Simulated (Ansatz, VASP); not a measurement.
AlN in VASP and in Ansatz

```xyz
2
Lattice="0.0000 1.9904 1.9904 1.9904 0.0000 1.9904 1.9904 1.9904 0.0000" Properties=species:S:1:pos:R:3 pbc="T T T"
Al    0.0000    0.0000    0.0000
N     1.9904    1.9904    1.9904
```

Alike in both runs: task single point; functional PBE; dispersion D3(BJ); k mesh 10 × 10 × 10; occupations gaussian, width 0.05 eV; no spin polarisation.

```csv
,VASP,Ansatz
version,VASP 6.6.1,Ansatz 0.2.0
potentials or method,"VASP PAW PBE potentials, release 64 (Al, N), cutoff 600 eV","scalar-relativistic, plane waves, PAW"
valence electrons in the cell,8,8
```

|  | VASP | Ansatz | Ansatz less VASP |
| --- | --- | --- | --- |
| gap on the k mesh at the Fermi level (eV) | 5.07 | 5.09 | +0.025 |
| least direct gap on the mesh (eV) | 6.37 | 6.35 | -0.016 |
| pressure (GPa) | 11.3 | 11.7 | +0.47 |
